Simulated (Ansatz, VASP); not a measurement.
**Two plane-wave programs on Te2Pt**

File POSCAR:

```
Te2Pt
1.0
    4.0179994500      0.0000000000      0.0000000000
   -2.0089997300      3.4796896000      0.0000000000
    0.0000000000      0.0000000000      5.2119993300
Te Pt
2 1
Direct
    0.3333333333      0.6666666667      0.2500000000
    0.6666666667      0.3333333333      0.7500000000
    0.0000000000      0.0000000000      0.0000000000
```

The input INCAR.step1:

```
SYSTEM = Te2Pt
PREC = Accurate ; ENCUT = 550
ISMEAR = 0 ; SIGMA = 0.05
LREAL = .FALSE. ; LASPH = .TRUE.
NELM = 200 ; ISPIN = 2
MAGMOM = 0 0 0 ; LMAXMIX = 4
LDAU = .TRUE. ; LDAUTYPE = 2
LDAUL = -1 2 ; LDAUU = 0 2.5
LDAUJ = 0 0 ; NBANDS = 22
GGA = PE ; ALGO = Normal
EDIFF = 1E-5 ; LWAVE = .TRUE.
LCHARG = .FALSE. ; GGA_COMPAT = .FALSE.
```

The input INCAR.step2:

```
SYSTEM = Te2Pt
PREC = Accurate ; ENCUT = 550
EDIFF = 1E-6 ; ISMEAR = 0
SIGMA = 0.05 ; LREAL = .FALSE.
LASPH = .TRUE. ; NELM = 200
ALGO = Normal ; ISIF = 2
LWAVE = .FALSE. ; LCHARG = .FALSE.
ISPIN = 2 ; MAGMOM = 0 0 0
LORBIT = 11 ; LMAXMIX = 4
LDAU = .TRUE. ; LDAUTYPE = 2
LDAUL = -1 2 ; LDAUU = 0 2.5
LDAUJ = 0 0 ; LDAUPRINT = 1
METAGGA = R2SCAN ; LMIXTAU = .TRUE.
NBANDS = 22 ; ISTART = 1
GGA_COMPAT = .FALSE.
```

File KPOINTS:

```
Automatic mesh
0
G
  6 6 4
  0 0 0
```

Input for Ansatz:

```yaml
crystal:
  lattice:
    - [4.01799945, 0.0, 0.0]
    - [-2.00899973, 3.4796896, 0.0]
    - [0.0, 0.0, 5.21199933]
  atoms:
    - { symbol: Te, position: [0.3333333333, 0.6666666667, 0.25] }
    - { symbol: Te, position: [0.6666666667, 0.3333333333, 0.75] }
    - { symbol: Pt, position: [0.0, 0.0, 0.0], spin: 4.0 }
basis:
  ecutwfc: 500
  ecutrho_ratio: 4
kpoints:
  mp_grid: { grid: [6, 6, 4] }
hamiltonian:
  xc: r2scan
  hubbard:
    sites:
      - { site: 2, l: d, u_eff: 2.5, starting_ns: [{ spin: up, occupation_matrix: s2up }, { spin: down, occupation_matrix: s2down }] }
    occupation_matrices:
      s2up:
        matrix:
          - [0.97, 0.0, 0.0, 0.0, 0.0]
          - [0.0, 0.97, 0.0, 0.0, 0.0]
          - [0.0, 0.0, 0.97, 0.0, 0.0]
          - [0.0, 0.0, 0.0, 0.97, 0.0]
          - [0.0, 0.0, 0.0, 0.0, 0.97]
      s2down:
        matrix:
          - [0.02, 0.0, 0.0, 0.0, 0.0]
          - [0.0, 0.3961, 0.0, 0.0, -0.46459]
          - [0.0, 0.0, 0.02, 0.0, 0.0]
          - [0.0, 0.0, 0.0, 0.02, 0.0]
          - [0.0, -0.46459, 0.0, 0.0, 0.5939]
    ns_hold: { iters: 10 }
scf:
  occupations: { method: gaussian, width: 0.05 }
  lower_state_search: "off"
  max_iter: 150
output:
  forces: true
  stress: true
  eigenvalues: true
  populations: true
  hubbard: { sites: [{ site: 2, l: d }] }
  write_density: true
  write_potential: true
  elf: true
  volumetric_format: npy
magnetization:
  spin_polarized: true
```

Alike in both runs: task single point; functional r2SCAN; k mesh 6 × 6 × 4; occupations gaussian, width 0.05 eV; collinear spin; Hubbard terms Pt d U = 2.5 eV.

|  | VASP | Ansatz |
| --- | --- | --- |
| version | VASP 6.6.1 | Ansatz 0.2.0 |
| potentials or method | VASP PAW PBE potentials, release 64 (Te, Pt), cutoff 550 eV | scalar-relativistic, plane waves, PAW |
| valence electrons in the cell | 22 | 50 |

Ansatz gave:

- gap on the k mesh at the Fermi level (eV): none
- pressure (GPa): 6.1
- traceless stress, the component that is largest in VASP (GPa): -0.08
- rms of the force components (eV/Å): 0.394
- net moment per atom (μB): 0.00

Problem. Which values does VASP return?

Solution. gap on the k mesh at the Fermi level (eV): none; pressure (GPa): 4.8; traceless stress, the component that is largest in VASP (GPa): 0.54; rms of the force components (eV/Å): 0.337; net moment per atom (μB): 0.00.

VASP's potentials were made for PBE, not for r2SCAN. The programs project onto different local orbitals, so the same U acts differently, and such runs can settle in different states. Atom by atom the forces differ by 0.057 eV/Å (rms over components). A gap of «none» marks a metal or a gap that the smearing closes. VASP's potentials hold 22 valence electrons a cell and Ansatz's 50, so a difference there can come from the potentials and not from the codes. Ansatz's warnings: filled band counts differ across k points, seeded moment not kept, specified occupation not kept, stability check not made, symmetry narrowed by occupation matrices.

Spin-orbit coupling is off throughout.
